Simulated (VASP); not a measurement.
# Cl (Fm-3m) in VASP: a series of runs

Runs on Cl. Level: PBE. Tasks: single point, relaxation of cell and atoms.

All numbers are computed with VASP 6.6.1; they aren't measurements. Logs are shortened: lines on timing, memory, paths and dates and some standing lists are left out, and cuts for length are marked.

### Step 1. The cell of the first run

The structure is cubic, space group Fm-3m (No. 225). Conventional cell: a = 4.391 Å, b = 4.391 Å, c = 4.391 Å, α = 90.00°, β = 90.00°, γ = 90.00°. Cl (site symmetry m-3m) has 12 Cl at 3.10 Å within 4.1 Å.

### Step 2. Single point, PBE

Contents of INCAR:

```
SYSTEM = Cl
PREC = Accurate ; ENCUT = 500
EDIFF = 1E-6 ; ISMEAR = -1
SIGMA = 0.02 ; LREAL = .False.
LASPH = .True. ; NELM = 120
ALGO = Normal ; ISIF = 2
LWAVE = .False. ; LCHARG = .False.
GGA = PE ; NBANDS = 10
GGA_COMPAT = .False.
```

Contents of KPOINTS:

```
regular mesh
0
Gamma
  17 17 17
  0 0 0
```

Contents of POSCAR:

```
Cl
1.0
    0.0000000000      2.1955665144      2.1955665144
    2.1955665144      0.0000000000      2.1955665144
    2.1955665144      2.1955665144      0.0000000000
Cl
1
Direct
    0.0000000000      0.0000000000      0.0000000000
```

Potentials or basis: VASP PAW PBE potentials, release 64 (Cl).

Launch:

```console
$ cat potpaw_PBE.64/Cl/POTCAR > POTCAR
$ mpirun -np 1 vasp_std > vasp.out
```

OUTCAR:

```text
SYSTEM = Cl
   PREC = Accurate
   ENCUT = 500
   EDIFF = 1E-6
   ISMEAR = -1
   LREAL = .False.
   LASPH = .True.
   NELM = 120
   ISIF = 2
   GGA = PE

 ion  position               nearest neighbor table
   1  0.000  0.000  0.000-

  LATTYP: Found a face centered cubic cell.
 ALAT       =     4.3911330288

  Lattice vectors:

 A1 = (   0.0000000000,   2.1955665144,   2.1955665144)
 A2 = (   2.1955665144,   0.0000000000,   2.1955665144)
 A3 = (   2.1955665144,   2.1955665144,   0.0000000000)

Analysis of symmetry for initial positions (statically):
=====================================================================
 Subroutine PRICEL returns:
 Original cell was already a primitive cell.

 Routine SETGRP: Setting up the symmetry group for a
 face centered cubic supercell.

 Subroutine GETGRP returns: Found 48 space group operations
 (whereof 48 operations were pure point group operations)
 out of a pool of 48 trial point group operations.

The static configuration has the point symmetry O_h .

Analysis of symmetry for dynamics (positions and initial velocities):
=====================================================================
 Subroutine PRICEL returns:
 Original cell was already a primitive cell.

 Routine SETGRP: Setting up the symmetry group for a
 face centered cubic supercell.

 Subroutine GETGRP returns: Found 48 space group operations
 (whereof 48 operations were pure point group operations)
 out of a pool of 48 trial point group operations.

The dynamic configuration has the point symmetry O_h .

 Subroutine INISYM returns: Found 48 space group operations
 (whereof 48 operations are pure point group operations),
 and found     1 'primitive' translations

----------------------------------------------------------------------------------------

                                     Primitive cell

  volume of cell :      21.1675

  direct lattice vectors                    reciprocal lattice vectors
     0.000000000  2.195566514  2.195566514    -0.227731657  0.227731657  0.227731657
     2.195566514  0.000000000  2.195566514     0.227731657 -0.227731657  0.227731657
     2.195566514  2.195566514  0.000000000     0.227731657  0.227731657 -0.227731657

  length of vectors
     3.104999942  3.104999942  3.104999942     0.394442800  0.394442800  0.394442800

  position of ions in fractional coordinates (direct lattice)
     0.000000000  0.000000000  0.000000000

  ion indices of the primitive-cell ions
   primitive index   ion index
                 1           1

----------------------------------------------------------------------------------------

 KPOINTS: regular mesh

Automatic generation of k-mesh.
 Grid dimensions read from file:
 generate k-points for:   17   17   17

 Generating k-lattice:

  Cartesian coordinates                     Fractional coordinates (reciprocal lattice)
    -0.013395980  0.013395980  0.013395980     0.058823529  0.000000000  0.000000000
     0.013395980 -0.013395980  0.013395980     0.000000000  0.058823529  0.000000000
     0.013395980  0.013395980 -0.013395980     0.000000000  0.000000000  0.058823529

  Length of vectors
     0.023202518  0.023202518  0.023202518

  Shift w.r.t. Gamma in fractional coordinates (k-lattice)
     0.000000000  0.000000000  0.000000000

 Subroutine IBZKPT returns following result:
 ===========================================

 Found    165 irreducible k-points:

 Following reciprocal coordinates:
            Coordinates               Weight
  0.000000  0.000000  0.000000      1.000000
  0.058824  0.000000  0.000000      8.000000
  0.117647  0.000000  0.000000      8.000000
  0.176471  0.000000  0.000000      8.000000
  0.235294  0.000000  0.000000      8.000000
  0.294118  0.000000  0.000000      8.000000
[... 16 lines left out ...]
 -0.176471  0.058824  0.000000     24.000000
 -0.117647  0.058824  0.000000     24.000000
 [... further k-points ...]
   k-points           NKPTS =    165   k-points in BZ     NKDIM =    165   number of bands    NBANDS=     10
   number of dos      NEDOS =    301   number of ions     NIONS =      1
   total plane-waves  NPLWV =  13824
   dimension x,y,z NGX =    24 NGY =   24 NGZ =   24
   dimension x,y,z NGXF=    48 NGYF=   48 NGZF=   48
   ions per type =               1
   NGX,Y,Z   is equivalent  to a cutoff of  12.85, 12.85, 12.85 a.u.
   NGXF,Y,Z  is equivalent  to a cutoff of  25.70, 25.70, 25.70 a.u.
 SYSTEM =  Cl
   PREC   = accura    normal or accurate (medium, high low for compatibility)
   ISTART =      0    job   : 0-new  1-cont  2-samecut
   ICHARG =      2    charge: 1-file 2-atom 10-const
   ISPIN  =      1    spin polarized calculation?
   LNONCOLLINEAR =      F non collinear calculations
   LSORBIT =      F    spin-orbit coupling
   LASPH  =      T    aspherical Exc in radial PAW
   ENCUT  =  500.0 eV  36.75 Ry    6.06 a.u.   5.66  5.66  5.66*2*pi/ulx,y,z
   NELM   =    120;   NELMIN=  2; NELMDL= -5     # of ELM steps
   EDIFF  = 0.1E-05   stopping-criterion for ELM
   LREAL  =      F    real-space projection
   EDIFFG = 0.1E-04   stopping-criterion for IOM
   NSW    =      0    number of steps for IOM
   IBRION =     -1    ionic relax: 0-MD 1-quasi-New 2-CG
   NFREE  =      0    steps in history (QN), initial steepest desc. (CG)
   ISIF   =      2    stress and relaxation
   ISYM   =      2    0-nonsym 1-usesym 2-fastsym
   POTIM  = 0.5000    time-step for ionic-motion
   TEBEG  =    0.0;   TEEND  =   0.0 temperature during run
   PSTRESS=    0.0 pullay stress
   NELECT =       7.0000    total number of electrons
   NUPDOWN=      -1.0000    fix difference up-down
   EMIN   =  10.00;   EMAX   =-10.00  energy-range for DOS
   EFERMI =   0.00;   METHOD = LEGACY
   ISMEAR =    -1;   SIGMA  =   0.02  broadening in eV -4-tet -1-fermi 0-gaus
   EFERMI_NEDOS =   21; number of points for ismear=-14 and -15
   IALGO  =     38    algorithm
   IMIX   =      4    mixing-type and parameters
     AMIX     =   0.40;   BMIX     =  1.00
     AMIX_MAG =   1.60;   BMIX_MAG =  1.00
  volume/ion in A,a.u.               =      21.17       142.85
  Fermi-wavevector in a.u.,A,eV,Ry     =   1.132099  2.139356 17.437869  1.281647
  Thomas-Fermi vector in A             =   2.268799
   LORBIT       =      0    0 simple, 1 ext, 2 COOP (PROOUT), +10 PAW based schemes
   GGA     = PE    functional components
   LHFCALC =     F    Hartree Fock is set to
   AEXX    =    0.0000 exact exchange contribution
   IVDW    =     0    specifies the selected vdW correction
   LEPSILON=     F    determine dielectric tensor
   LRPA    =     F    only Hartree local field effects (RPA)
 non-spin polarized calculation
  energy-cutoff  :      500.00
  volume of cell :       21.17
 maximum number of plane-waves:       550
   NGX = 11   NGY = 11   NGZ = 11

 number of electron       7.0000002 magnetization

 Free energy of the ion-electron system (eV)
  ---------------------------------------------------
  ext. energy  EPLUGINS =         0.00000000
  ---------------------------------------------------
  free energy    TOTEN  =        -0.92023941 eV

  energy without entropy =       -0.91777473  energy(sigma->0) =       -0.91900707

 E-fermi :   1.7309     XC(G=0):  -9.5706

 val. band max:        1.7277788758   @ k =   0.4118   0.1176   0.0000
 cond. band min:       1.7311800251   @ k =   0.4706   0.1176   0.0000
 fundamental gap:      0.0034011493
 Fermi energy:         1.7308790906

 k-point     1 :       0.0000    0.0000    0.0000
  band No.  band energies     occupation
      1     -13.5774      2.00000
      2       2.5211      0.00000
      3       2.5211      0.00000
      4       2.5211      0.00000
      5      11.6575      0.00000
      6      15.7990      0.00000
      7      15.7990      0.00000
      8      15.7990      0.00000
      9      19.7173      0.00000
     10      19.7173      0.00000

 k-point     2 :       0.0588    0.0000    0.0000
  band No.  band energies     occupation
      1     -13.5342      2.00000
      2       2.2921      0.00000
      3       2.4986      0.00000
      4       2.4986      0.00000
      5      11.8585      0.00000
      6      15.6182      0.00000
      7      15.8838      0.00000
      8      15.8838      0.00000
      9      19.5531      0.00000
     10      19.5531      0.00000

 k-point     3 :       0.1176    0.0000    0.0000
  band No.  band energies     occupation
      1     -13.4070      2.00000
      2       1.6787      1.86287
      3       2.4354      0.00000
      4       2.4354      0.00000
      5      12.3353      0.00000
      6      15.2743      0.00000
      7      16.0953      0.00000
      8      16.0953      0.00000
      9      19.2029      0.00000
     10      19.2029      0.00000

 k-point     4 :       0.1765    0.0000    0.0000
  band No.  band energies     occupation
      1     -13.2045      2.00000
      2       0.8348      2.00000
      3       2.3429      0.00000
      4       2.3429      0.00000
      5      12.7170      0.00000
      6      15.2175      0.00000
      7      16.2785      0.00000
      8      16.2785      0.00000
      9      18.9921      0.00000
     10      18.9921      0.00000
[... 222 lines left out ...]
 k-point    22 :      -0.2353    0.0588    0.0000
  band No.  band energies     occupation
      1     -12.8134      2.00000
      2      -0.4040      2.00000
      3       1.9486      0.00004
      4       2.2782      0.00000
      5      12.7740      0.00000
      6      15.7807      0.00000
      7      16.0649      0.00000
      8      16.2001      0.00000
      9      18.7286      0.00000
     10      20.3520      0.00000

 k-point    23 :      -0.1765    0.0588    0.0000
  band No.  band energies     occupation
      1     -13.0878      2.00000
      2       0.4994      2.00000
      3       2.0771      0.00000
      4       2.3834      0.00000
      5      12.9385      0.00000
      6      15.0773      0.00000
      7      16.3291      0.00000
      8      16.3660      0.00000
      9      18.3245      0.00000
     10      19.7240      0.00000

 k-point    24 :      -0.1176    0.0588    0.0000
  band No.  band energies     occupation
      1     -13.3105      2.00000
      2       1.3447      2.00000
      3       2.2185      0.00000
      4       2.4635      0.00000
      5      12.6595      0.00000
      6      14.9872      0.00000
      7      16.2088      0.00000
      8      16.3272      0.00000
      9      18.5370      0.00000
     10      19.5257      0.00000

 [... further k-points ...]

------------------------ aborting loop because EDIFF is reached ----------------------------------------

  FORCE on cell =-STRESS in cart. coord.  units (eV):
  Direction    XX          YY          ZZ          XY          YZ          ZX
  --------------------------------------------------------------------------------------
  -------------------------------------------------------------------------------------
  Total       -0.0182792     -0.0182792     -0.0182792     -0.0000000     -0.0000000      0.0000000
  in kB       -1.3835626     -1.3835626     -1.3835626     -0.0000000     -0.0000000      0.0000000
  external PRESSURE =      -1.3835626 kB  Pullay stress =       0.0000000 kB

 VOLUME and BASIS-vectors are now :
 -----------------------------------------------------------------------------
  energy-cutoff  :      500.00
  volume of cell :       21.17
      direct lattice vectors                 reciprocal lattice vectors
     0.000000000  2.195566514  2.195566514    -0.227731657  0.227731657  0.227731657
     2.195566514  0.000000000  2.195566514     0.227731657 -0.227731657  0.227731657
     2.195566514  2.195566514  0.000000000     0.227731657  0.227731657 -0.227731657

 POSITION                                       TOTAL-FORCE (eV/Angst)
 -----------------------------------------------------------------------------------
      0.00000      0.00000      0.00000         0.000000      0.000000     -0.000000
 -----------------------------------------------------------------------------------
    total drift:                                0.000000      0.000000      0.000000

  FREE ENERGIE OF THE ION-ELECTRON SYSTEM (eV)
  ---------------------------------------------------
  free  energy   TOTEN  =        -0.9202394123 eV

  energy  without entropy=       -0.9177747292  energy(sigma->0) =       -0.91900707
```

It took 8.9 s on 1 thread of Intel Xeon Platinum 8488C (Sapphire Rapids), shared host; peak memory 0.15 GiB.

What came out:

| Property | Result |
| --- | --- |
| Free energy | -0.9202 eV |
| Pressure | -0.1 GPa |
| Band gap on the k mesh | zero (an odd number of electrons rules out a gap without spin polarisation) |

Caveat: an odd number of electrons without spin polarisation forces a metal; a magnetic or distorted state may lie lower.

### Step 3. Relaxation of cell and atoms, PBE

This run uses another cell than the first one, of 22.33 Å³/atom.

Contents of INCAR:

```
  ALGO = Normal
  EDIFF = 1E-7
  EDIFFG = -0.02
  ENCUT = 500
  GGA = PE
  GGA_COMPAT = False
  IBRION = 2
  ISIF = 3
  ISMEAR = -1
  LASPH = True
  LCHARG = False
  LREAL = False
  LWAVE = False
  NELM = 120
  NELMIN = 4
  NSW = 80
  PREC = Accurate
  SIGMA = 0.02
```

Contents of KPOINTS:

```
k-points
0
Gamma
  17 17 17
```

Contents of POSCAR:

```
Cl
1.0
    0.0000000000      2.2350000000      2.2350000000
    2.2350000000      0.0000000000      2.2350000000
    2.2350000000      2.2350000000      0.0000000000
Cl
1
Direct
    0.0000000000      0.0000000000      0.0000000000
```

Potentials or basis: VASP PAW PBE potentials, release 64 (Cl).

Launch:

```console
$ cat potpaw_PBE.64/Cl/POTCAR > POTCAR
$ mpirun -np 1 vasp_std > vasp.out
```

OUTCAR:

```text
EDIFF = 1E-7
   EDIFFG = -0.02
   ENCUT = 500
   GGA = PE
   IBRION = 2
   ISIF = 3
   ISMEAR = -1
   LASPH = True
   LREAL = False
   NELM = 120
   NELMIN = 4
   NSW = 80
   PREC = Accurate

 ion  position               nearest neighbor table
   1  0.000  0.000  0.000-

  LATTYP: Found a face centered cubic cell.
 ALAT       =     4.4700000000

  Lattice vectors:

 A1 = (   0.0000000000,   2.2350000000,   2.2350000000)
 A2 = (   2.2350000000,   0.0000000000,   2.2350000000)
 A3 = (   2.2350000000,   2.2350000000,   0.0000000000)

Analysis of symmetry for initial positions (statically):
=====================================================================
 Subroutine PRICEL returns:
 Original cell was already a primitive cell.

 Routine SETGRP: Setting up the symmetry group for a
 face centered cubic supercell.

 Subroutine GETGRP returns: Found 48 space group operations
 (whereof 48 operations were pure point group operations)
 out of a pool of 48 trial point group operations.

The static configuration has the point symmetry O_h .

Analysis of symmetry for dynamics (positions and initial velocities):
=====================================================================
[... 164 lines left out ...]
  Total       -0.2173168     -0.2173168     -0.2173168      0.0000000      0.0000000      0.0000000
  in kB      -15.5934170    -15.5934170    -15.5934170      0.0000000      0.0000000      0.0000000
  external PRESSURE =     -15.5934170 kB  Pullay stress =       0.0000000 kB
[... 57 lines left out ...]
--------------------------------------- Ionic step        3  -------------------------------------------

 number of electron       7.0000002 magnetization

 Free energy of the ion-electron system (eV)
  ---------------------------------------------------
  ext. energy  EPLUGINS =         0.00000000
  ---------------------------------------------------
  free energy    TOTEN  =        -0.92090561 eV

  energy without entropy =       -0.91844961  energy(sigma->0) =       -0.91967761

 E-fermi :   1.7522     XC(G=0):  -9.5800

 val. band max:        1.7490640341   @ k =   0.4118   0.1176   0.0000
 cond. band min:       1.7525114208   @ k =   0.4706   0.1176   0.0000
 fundamental gap:      0.0034473867
 Fermi energy:         1.7521910780

 k-point     1 :       0.0000    0.0000    0.0000
  band No.  band energies     occupation
      1     -13.5683      2.00000
      2       2.5453      0.00000
      3       2.5453      0.00000
      4       2.5453      0.00000
      5      11.6925      0.00000
      6      15.8200      0.00000
      7      15.8200      0.00000
[... 221 lines left out ...]
 k-point    24 :      -0.1176    0.0588    0.0000
  band No.  band energies     occupation
      1     -13.3004      2.00000
      2       1.3654      2.00000
      3       2.2414      0.00000
      4       2.4874      0.00000
      5      12.6947      0.00000
      6      15.0085      0.00000
      7      16.2304      0.00000

 [... further k-points ...]

------------------------ aborting loop because EDIFF is reached ----------------------------------------

  FORCE on cell =-STRESS in cart. coord.  units (eV):
  Direction    XX          YY          ZZ          XY          YZ          ZX
  --------------------------------------------------------------------------------------
  -------------------------------------------------------------------------------------
  Total       -0.0059889     -0.0059889     -0.0059889      0.0000000      0.0000000      0.0000000
  in kB       -0.4541595     -0.4541595     -0.4541595      0.0000000      0.0000000      0.0000000
  external PRESSURE =      -0.4541595 kB  Pullay stress =       0.0000000 kB
[... 16 lines left out ...]
  FREE ENERGIE OF THE ION-ELECTRON SYSTEM (eV)
  ---------------------------------------------------
  free  energy   TOTEN  =        -0.9209056106 eV

  energy  without entropy=       -0.9184496141  energy(sigma->0) =       -0.91967761

 reached required accuracy - stopping structural energy minimisation
```

Run time: 19 s. Hardware: 1 thread of Intel Xeon Platinum 8488C (Sapphire Rapids), shared host; peak memory 0.14 GiB.

Results:

| Property | Result |
| --- | --- |
| Free energy | -0.9209 eV |
| Relaxed volume | 21.13 Å³/atom |
| Relaxed cell | a = 3.103 Å, b = 3.103 Å, c = 3.103 Å, α = 60.00°, β = 60.00°, γ = 60.00° |
| Space group after relaxing (to 0.1 Å) | Fm-3m (No. 225) |
| Energy gained by relaxing | 6.4 meV/atom |
| Ionic steps | 3 |
| Pressure after relaxing | 0.0 GPa |
| Band gap on the k mesh | zero (an odd number of electrons rules out a gap without spin polarisation) |

Step by step:
| step | energy change (eV) | largest force (eV/Å) | pressure (GPa) | volume (Å³) |
| --- | --- | --- | --- | --- |
| 1 | 0.0000 | 0.0000 | -1.56 | 22.33 |
| 2 | -0.0051 | 0.0000 | -0.75 | 21.63 |
| 3 | -0.0064 | 0.0000 | -0.05 | 21.13 |

Final structure:
```
Cl
1.0
     0.00000    2.19419    2.19419
     2.19419    0.00000    2.19419
     2.19419    2.19419    0.00000
Cl
1
Cartesian
  0.0000 0.0000 0.0000
```

Caveat: an odd number of electrons without spin polarisation forces a metal; a magnetic or distorted state may lie lower.
